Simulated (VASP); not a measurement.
# Be3S5 (R-3m) in VASP: relaxation of cell and atoms with PBE

Aim: the relaxation of cell and atoms of Be3S5 with PBE.

All numbers are computed with VASP 6.6.1; they aren't measurements. Logs are shortened: lines on timing, memory, paths and dates and some standing lists are left out, and cuts for length are marked.

## Step 1: The cell of the first run

The structure is trigonal, space group R-3m (No. 166). The conventional cell has a = 5.875 Å, b = 5.875 Å, c = 13.434 Å, α = 90.00°, β = 90.00°, γ = 120.00°. Be (site symmetry 2/m) has 8 S at 2.81 to 2.94 Å and 4 Be at 2.94 Å within 3.7 Å. Within 3.7 Å of S (site symmetry 2/m) lie 4 Be at 2.81 Å and 8 S at 2.81 to 2.94 Å. Within 3.7 Å of S (site symmetry -3m) lie 6 Be at 2.81 Å and 6 S at 2.94 Å. S (site symmetry -3m) has 6 S at 2.81 Å and 6 Be at 2.94 Å within 3.7 Å.

The cell was built from a structure type or drawn by symmetry, and may not be a known phase.

## Step 2: Relaxation of cell and atoms, PBE

Input file INCAR:

```
  PREC = Accurate
  ENCUT = 600
  EDIFF = 1E-6
  ISMEAR = 0
  SIGMA = 0.2
  LREAL = False
  LASPH = True
  NELM = 80
  ALGO = Normal
  ISIF = 3
  LWAVE = False
  LCHARG = False
  GGA = PE
  IBRION = 2
  NSW = 36
  EDIFFG = -0.08
```

Input file KPOINTS:

```
Automatic mesh
0
Gamma
  4 4 4
```

Input file POSCAR:

```
Be3S5
1.0
    2.9376532200      1.6960548800      4.4780967000
   -2.9376532200      1.6960548800      4.4780967000
    0.0000000000     -3.3921097600      4.4780967000
Be S
3 5
Direct
    0.5000000000      0.5000000000      0.0000000000
    0.0000000000      0.5000000000      0.5000000000
    0.5000000000      0.0000000000      0.5000000000
    0.0000000000      0.0000000000      0.5000000000
    0.5000000000      0.0000000000      0.0000000000
    0.0000000000      0.5000000000      0.0000000000
    0.5000000000      0.5000000000      0.5000000000
    0.0000000000      0.0000000000      0.0000000000
```

Potentials or basis: VASP PAW PBE potentials, release 64 (Be, S).

On the command line:

```sh
> cat potpaw_PBE.64/Be/POTCAR potpaw_PBE.64/S/POTCAR > POTCAR
> mpirun -np 1 vasp_std > vasp.out
```

OUTCAR:

```text
PREC = Accurate
   ENCUT = 600
   EDIFF = 1E-6
   ISMEAR = 0
   LREAL = False
   LASPH = True
   NELM = 80
   ISIF = 3
   GGA = PE
   IBRION = 2
   NSW = 36
   EDIFFG = -0.08

 ion  position               nearest neighbor table
   1  0.500  0.500  0.000-
   2  0.000  0.500  0.500-
   3  0.500  0.000  0.500-
   4  0.000  0.000  0.500-
   5  0.500  0.000  0.000-
   6  0.000  0.500  0.000-
   7  0.500  0.500  0.500-
   8  0.000  0.000  0.000-

  LATTYP: Found a trigonal (rhomboedric) cell.
 ALAT       =     5.6178072838
 COS(alpha) =     0.4531132793

  Lattice vectors:

 A1 = (   2.9376532200,   1.6960548800,   4.4780967000)
 A2 = (  -2.9376532200,   1.6960548800,   4.4780967000)
 A3 = (   0.0000000000,  -3.3921097600,   4.4780967000)

Analysis of symmetry for initial positions (statically):
=====================================================================
 Subroutine PRICEL returns:
 Original cell was already a primitive cell.

 Routine SETGRP: Setting up the symmetry group for a
 trigonal (rhombohedral) supercell.

 Subroutine GETGRP returns: Found 12 space group operations
 (whereof 12 operations were pure point group operations)
 out of a pool of 12 trial point group operations.

The static configuration has the point symmetry D_3d.

Analysis of symmetry for dynamics (positions and initial velocities):
=====================================================================
 Subroutine PRICEL returns:
 Original cell was already a primitive cell.

 Routine SETGRP: Setting up the symmetry group for a
 trigonal (rhombohedral) supercell.

 Subroutine GETGRP returns: Found 12 space group operations
 (whereof 12 operations were pure point group operations)
 out of a pool of 12 trial point group operations.

The dynamic configuration has the point symmetry D_3d.

 Subroutine INISYM returns: Found 12 space group operations
 (whereof 12 operations are pure point group operations),
 and found     1 'primitive' translations

----------------------------------------------------------------------------------------

                                     Primitive cell

  volume of cell :     133.8706

  direct lattice vectors                    reciprocal lattice vectors
     2.937653220  1.696054880  4.478096700     0.170203888  0.098267260  0.074436386
[... 63 lines left out ...]
  0.500000  0.250000  0.250000      6.000000
 -0.250000  0.250000  0.250000      6.000000
  0.500000  0.500000  0.250000      6.000000
 -0.250000  0.500000  0.250000      6.000000
  0.500000  0.500000  0.500000      1.000000
   k-points           NKPTS =     13   k-points in BZ     NKDIM =     13   number of bands    NBANDS=     23
   number of dos      NEDOS =    301   number of ions     NIONS =      8
   total plane-waves  NPLWV = 110592
   dimension x,y,z NGX =    48 NGY =   48 NGZ =   48
   dimension x,y,z NGXF=    96 NGYF=   96 NGZF=   96
   ions per type =               3   5
   NGX,Y,Z   is equivalent  to a cutoff of  14.20, 14.20, 14.20 a.u.
   NGXF,Y,Z  is equivalent  to a cutoff of  28.41, 28.41, 28.41 a.u.
 SYSTEM =  unknown system
   PREC   = accura    normal or accurate (medium, high low for compatibility)
   ISTART =      0    job   : 0-new  1-cont  2-samecut
   ICHARG =      2    charge: 1-file 2-atom 10-const
   ISPIN  =      1    spin polarized calculation?
   LNONCOLLINEAR =      F non collinear calculations
   LSORBIT =      F    spin-orbit coupling
   LASPH  =      T    aspherical Exc in radial PAW
   ENCUT  =  600.0 eV  44.10 Ry    6.64 a.u.  11.22 11.22 11.22*2*pi/ulx,y,z
   NELM   =     80;   NELMIN=  2; NELMDL= -5     # of ELM steps
   EDIFF  = 0.1E-05   stopping-criterion for ELM
   LREAL  =      F    real-space projection
   EDIFFG = -.8E-01   stopping-criterion for IOM
   NSW    =     36    number of steps for IOM
   IBRION =      2    ionic relax: 0-MD 1-quasi-New 2-CG
   NFREE  =      1    steps in history (QN), initial steepest desc. (CG)
   ISIF   =      3    stress and relaxation
   ISYM   =      2    0-nonsym 1-usesym 2-fastsym
   POTIM  = 0.5000    time-step for ionic-motion
   TEBEG  =    0.0;   TEEND  =   0.0 temperature during run
   PSTRESS=    0.0 pullay stress
   NELECT =      36.0000    total number of electrons
   NUPDOWN=      -1.0000    fix difference up-down
   EMIN   =  10.00;   EMAX   =-10.00  energy-range for DOS
   EFERMI =   0.00;   METHOD = LEGACY
   ISMEAR =     0;   SIGMA  =   0.20  broadening in eV -4-tet -1-fermi 0-gaus
   EFERMI_NEDOS =   21; number of points for ismear=-14 and -15
   IALGO  =     38    algorithm
   IMIX   =      4    mixing-type and parameters
     AMIX     =   0.40;   BMIX     =  1.00
     AMIX_MAG =   1.60;   BMIX_MAG =  1.00
  volume/ion in A,a.u.               =      16.73       112.93
  Fermi-wavevector in a.u.,A,eV,Ry     =   1.056689  1.996853 15.192158  1.116592
  Thomas-Fermi vector in A             =   2.191934
   LORBIT       =      0    0 simple, 1 ext, 2 COOP (PROOUT), +10 PAW based schemes
   GGA     = PE    functional components
   LHFCALC =     F    Hartree Fock is set to
   AEXX    =    0.0000 exact exchange contribution
   IVDW    =     0    specifies the selected vdW correction
   LEPSILON=     F    determine dielectric tensor
   LRPA    =     F    only Hartree local field effects (RPA)
 conjugate gradient relaxation of ions
 non-spin polarized calculation
 Gauss-broadening in eV      SIGMA  =   0.20
  energy-cutoff  :      600.00
  volume of cell :      133.87
 maximum number of plane-waves:      4498
 NGX is ok and might be reduce to    48
   NGX = 23   NGY = 23   NGZ = 23

--------------------------------------- Ionic step        1  -------------------------------------------

 number of electron      36.0000002 magnetization

 Free energy of the ion-electron system (eV)
  ---------------------------------------------------
  ext. energy  EPLUGINS =         0.00000000
  ---------------------------------------------------
  free energy    TOTEN  =       -23.37605279 eV

  energy without entropy =      -23.26587972  energy(sigma->0) =      -23.32096626

 E-fermi :   5.2605     XC(G=0):  -9.9118

 val. band max:        5.2522426866   @ k =   0.5000   0.5000   0.5000
 cond. band min:       5.2827423170   @ k =   0.2500   0.2500   0.0000
 fundamental gap:      0.0304996304
 Fermi energy:         5.2605022988
[... 803 lines left out ...]
     22      11.6873      0.00000
     23      11.6873      0.00000

[... ionic steps 4 to 13 ...]

--------------------------------------- Ionic step       14  -------------------------------------------

 number of electron      36.0000001 magnetization

------------------------ aborting loop because EDIFF is reached ----------------------------------------
[... 79 lines left out ...]
--------------------------------------- Ionic step       16  -------------------------------------------

 number of electron      36.0000000 magnetization

 Free energy of the ion-electron system (eV)
  ---------------------------------------------------
  ext. energy  EPLUGINS =         0.00000000
  ---------------------------------------------------
  free energy    TOTEN  =       -33.17434096 eV

  energy without entropy =      -33.11916480  energy(sigma->0) =      -33.14675288

 E-fermi :   8.4847     XC(G=0): -10.5890

 val. band max:        8.1250896591   @ k =   0.2500   0.0000   0.0000
 cond. band min:       8.5482698606   @ k =   0.2500   0.0000   0.0000
 fundamental gap:      0.4231802015
 Fermi energy:         8.4847483400
[... 371 lines left out ...]
  FREE ENERGIE OF THE ION-ELECTRON SYSTEM (eV)
  ---------------------------------------------------
  free  energy   TOTEN  =       -33.1743409641 eV

  energy  without entropy=      -33.1191648039  energy(sigma->0) =      -33.14675288

 reached required accuracy - stopping structural energy minimisation
```

OSZICAR:

```text
N       E                     dE             d eps       ncg     rms          rms(c)
DAV:   1     0.168686371647E+03    0.16869E+03   -0.16539E+04   598   0.150E+03
DAV:   2    -0.493645024611E+01   -0.17362E+03   -0.16840E+03   766   0.220E+02
DAV:   3    -0.230227437520E+02   -0.18086E+02   -0.17449E+02   828   0.753E+01
[... 160 lines left out ...]
DAV:   5    -0.331743770575E+02    0.35562E-03   -0.51694E-04   740   0.140E-01    0.199E-01
DAV:   6    -0.331743559691E+02    0.21088E-04   -0.35479E-04   755   0.107E-01    0.483E-02
DAV:   7    -0.331743391405E+02    0.16829E-04   -0.71810E-05   710   0.389E-02    0.264E-02
DAV:   8    -0.331743408502E+02   -0.17097E-05   -0.25842E-06   625   0.109E-02    0.513E-03
DAV:   9    -0.331743409641E+02   -0.11382E-06   -0.67328E-07   488   0.504E-03
  16 F= -.33174341E+02 E0= -.33146753E+02  d E =-.871086E+00
```

Run time: 4.4 min. Hardware: 1 thread of Intel Xeon 6975P-C (Granite Rapids), shared host; peak memory 0.34 GiB.

What came out:

```yaml
Free_energy: -33.1743 eV
Relaxed_volume: 13.66 Å³/atom
Relaxed_cell: a = 4.780 Å, b = 4.780 Å, c = 4.780 Å, α = 90.21°, β = 90.21°, γ = 90.21°
Space_group_after_relaxing_to_0.1_Å: Pm-3m (No. 221)
Energy_gained_by_relaxing: 1224.8 meV/atom
Ionic_steps: 16
Pressure_after_relaxing: -0.4 GPa
Band_gap_on_the_k_mesh: zero (bands 18 and 19 overlap by 2.69 eV)
```

Step by step:
```tsv
step	energy change (eV)	largest force (eV/Å)	pressure (GPa)	volume (Å³)
1	0.0000	0.0000	-9.34	133.87
2	-0.7774	0.0000	-1.63	115.81
3	-0.8226	0.0000	1.04	111.60
4	-1.2802	0.0000	2.35	110.33
5	-4.5949	0.0000	4.22	105.31
6	-8.3450	0.0000	28.09	89.48
7	-8.7568	0.0000	21.97	92.36
8	-8.8056	0.0000	21.69	92.55
9	-8.9027	0.0000	20.79	93.09
10	-8.8944	0.0000	18.78	93.95
11	-8.9272	0.0000	19.47	93.69
12	-9.0321	0.0000	17.99	94.54
13	-9.3027	0.0000	13.83	97.13
14	-9.6592	0.0000	6.66	102.43
15	-9.7393	0.0000	-3.89	113.57
16	-9.7983	0.0000	-0.40	109.24
```

Final structure:
```
Be S
1.0
     3.38655    1.95523    2.74966
    -3.38655    1.95523    2.74966
     0.00000   -3.91045    2.74966
Be S
3 5
Direct
  0.50000 0.50000 0.00000
  0.00000 0.50000 0.50000
  0.50000 0.00000 0.50000
  0.00000 0.00000 0.50000
  0.50000 0.00000 0.00000
  0.00000 0.50000 0.00000
  0.50000 0.50000 0.50000
  0.00000 0.00000 0.00000
```

Caveat: the volume moved by over 15 % at a fixed basis, so the end points are rough.
